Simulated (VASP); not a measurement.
Here is a VASP 6.6.1 calculation.

INCAR

```
SYSTEM = NiO
ALGO = Normal
EDIFF = 1E-6
ENCUT = 600
GGA = PE
GGA_COMPAT = .FALSE.
ISIF = 2
ISMEAR = -1
ISPIN = 2
LASPH = .TRUE.
LCHARG = .TRUE.
LDAU = .TRUE.
LDAUJ = 0 0
LDAUL = 2 -1
LDAUPRINT = 1
LDAUTYPE = 2
LDAUU = 3.94 0
LELF = .TRUE.
LMAXMIX = 4
LORBIT = 11
LREAL = .FALSE.
LVHAR = .TRUE.
LWAVE = .FALSE.
MAGMOM = 2 2 0 0
NBANDS = 28
NELM = 200
PREC = Accurate
SIGMA = 0.1
```

File KPOINTS:

```
k-points
0
G
  7 7 5
  0 0 0
```

The input POSCAR:

```
NiO
1.0
    2.0938732700      2.0938732700      0.0000000000
   -2.0938732700      2.0938732700      0.0000000000
    0.0000000000      0.0000000000      4.1877465500
Ni O
2 2
Direct
    0.0000000000      0.0000000000      0.0000000000
    0.5000000000      0.5000000000      0.5000000000
    0.0000000000      0.0000000000      0.5000000000
    0.5000000000      0.5000000000      0.0000000000
```

Potentials or basis: VASP PAW PBE potentials, release 64 (Ni, O).

Command:

```console
$ cat potpaw_PBE.64/Ni/POTCAR potpaw_PBE.64/O/POTCAR > POTCAR
$ mpirun -np 1 vasp_std > vasp.out
```

Q: Estimate the site moments.

A: Ni +1.75; O +0.23 μB.

Q: Estimate the net moment.

A: 4.00 μB per cell.

Q: Predict the pressure.

A: 3.1 GPa.

Q: Estimate the band gap on the k mesh.

A: 1.42 eV.

Eigenvalues of the final occupation matrices:
| site | spin | trace | eigenvalues |
| --- | --- | --- | --- |
| site 1 d | 1 | 4.98 | 0.98 0.98 0.98 1.02 1.02 |
| site 1 d | 2 | 3.26 | 0.17 0.17 0.97 0.97 0.97 |
| site 2 d | 1 | 4.98 | 0.98 0.98 0.98 1.02 1.02 |
| site 2 d | 2 | 3.26 | 0.17 0.17 0.97 0.97 0.97 |

Caveat: the cell stands under pressure; an odd mesh through Γ misses points on the zone boundary, where band edges can lie. The state reached can hang on the start; a lower one may exist.
